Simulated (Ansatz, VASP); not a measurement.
# One calculation of LiMgBN2, two programs

INCAR

```
SYSTEM = LiMgBN2
PREC = Accurate
ENCUT = 520
EDIFF = 1E-6
ISMEAR = 0
SIGMA = 0.05
LREAL = .False.
LASPH = .True.
NELM = 100
ALGO = Normal
ISIF = 2
LWAVE = .False.
LCHARG = .False.
GGA = PS
NBANDS = 17
```

KPOINTS

```
regular mesh
0
Gamma
  8 8 8
  0 0 0
```

POSCAR

```
LiMgBN2
1.0
   -1.9736399479      1.9736399479      4.6213281660
    1.9736399479     -1.9736399479      4.6213281660
    1.9736399479      1.9736399479     -4.6213281660
Li Mg B N
1 1 1 2
Direct
    0.2500000000      0.7500000000      0.5000000000
    0.7500000000      0.2500000000      0.5000000000
    0.5000000000      0.5000000000      0.0000000000
    0.6517393865      0.6517393865      0.0000000000
    0.3482606135      0.3482606135      0.0000000000
```

Input for Ansatz:

```yaml
crystal:
  lattice:
    - [-1.9736399479, 1.9736399479, 4.621328166]
    - [1.9736399479, -1.9736399479, 4.621328166]
    - [1.9736399479, 1.9736399479, -4.621328166]
  atoms:
    - { symbol: Li, position: [0.25, 0.75, 0.5] }
    - { symbol: Mg, position: [0.75, 0.25, 0.5] }
    - { symbol: B, position: [0.5, 0.5, 0.0] }
    - { symbol: "N", position: [0.6517393865, 0.6517393865, 0.0] }
    - { symbol: "N", position: [0.3482606135, 0.3482606135, 0.0] }
basis:
  ecutwfc: 520.0
kpoints:
  mp_grid: { grid: [8, 8, 8] }
hamiltonian:
  xc: pbesol
  pseudopotentials: { kind: paw }
scf:
  occupations: { method: gaussian, width: 0.05 }
output:
  forces: true
  stress: true
  eigenvalues: true
```

Alike in both runs: task single point; functional PBEsol; k mesh 8 × 8 × 8; occupations gaussian, width 0.05 eV; no spin polarisation.

|  | VASP | Ansatz |
| --- | --- | --- |
| version | VASP 6.6.1 | Ansatz 0.2.0 |
| potentials or method | VASP PAW PBE potentials, release 64 (Li_sv, Mg, B, N), cutoff 520 eV | scalar-relativistic, plane waves, PAW |
| valence electrons in the cell | 18 | 26 |

Ansatz gave:

```
gap on the k mesh at the Fermi level (eV) : 2.20
least direct gap on the mesh (eV)         : 3.30
rms of the force components (eV/Å)        : 0.698
```

Task: What did VASP give for the same quantities?

Result: gap on the k mesh at the Fermi level (eV): 2.20; least direct gap on the mesh (eV): 3.29; rms of the force components (eV/Å): 0.686.

VASP's potentials were made for PBE, not for PBEsol. Atom by atom the forces differ by 0.012 eV/Å (rms over components). VASP's potentials hold 18 valence electrons a cell and Ansatz's 26, so a difference there can come from the potentials and not from the codes.

Noted on VASP's run: the cutoff is short for stress, so the pressure is rough.
